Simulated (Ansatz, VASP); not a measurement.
**One calculation of BN, two programs**

The input INCAR:

```
SYSTEM = BN
PREC     = Accurate       ! precision mode
ENCUT    = 1330           ! plane-wave cutoff, eV
EDIFF    = 1E-6           ! SCF threshold, eV
ISMEAR   = 0              ! smearing method
SIGMA    = 0.1            ! smearing width, eV
LREAL    = .FALSE.        ! projectors in reciprocal space
LASPH    = .TRUE.         ! aspherical terms in the spheres
NELM     = 120            ! most SCF steps
ALGO     = Normal         ! electronic algorithm
ISIF     = 2              ! what is computed and relaxed
LWAVE    = .FALSE.        ! write WAVECAR
LCHARG   = .FALSE.        ! write CHGCAR
GGA      = CA             ! functional
NBANDS   = 11             ! bands
GGA_COMPAT= .FALSE.
```

File KPOINTS:

```
Automatic mesh
0
G
  8 8 8
  0 0 0
```

POSCAR

```
BN
1.0
    0.0000000000      1.8130010000      1.8130010000
    1.8130010000      0.0000000000      1.8130010000
    1.8130010000      1.8130010000      0.0000000000
B N
1 1
Direct
    0.0000000000      0.0000000000      0.0000000000
    0.2500000000      0.2500000000      0.2500000000
```

Input for Ansatz:

```yaml
crystal:
  lattice:
    - [0.0, 1.813001, 1.813001]
    - [1.813001, 0.0, 1.813001]
    - [1.813001, 1.813001, 0.0]
  atoms:
    - { symbol: B, position: [0.0, 0.0, 0.0] }
    - { symbol: "N", position: [0.25, 0.25, 0.25] }
basis:
  ecutwfc: 420
kpoints:
  mp_grid: { grid: [8, 8, 8] }
hamiltonian:
  xc: lda
  pseudopotentials: { kind: paw, azcp: { folder: soft_1 } }
scf:
  occupations: { method: gaussian, width: 0.1 }
output:
  forces: true
  stress: true
  eigenvalues: true
```

Alike in both runs: task single point; functional LDA; k mesh 8 × 8 × 8; occupations gaussian, width 0.1 eV; no spin polarisation.

|  | VASP | Ansatz |
| --- | --- | --- |
| version | VASP 6.6.1 | Ansatz 0.2.0 |
| potentials or method | VASP PAW LDA potentials, release 64 (B_h, N_h), cutoff 1330 eV | scalar-relativistic, plane waves, PAW |
| valence electrons in the cell | 8 | 8 |

```tsv
	VASP	Ansatz	Ansatz less VASP
gap on the k mesh at the Fermi level (eV)	4.34	4.34	+0.008
least direct gap on the mesh (eV)	8.64	8.65	+0.004
pressure (GPa)	-13.6	-14.4	-0.80
```

Ansatz warns that its potentials were made for another functional, while VASP's fit it. LDA's correlation is that of Perdew and Zunger in VASP and of Perdew and Wang (1992) in Ansatz.
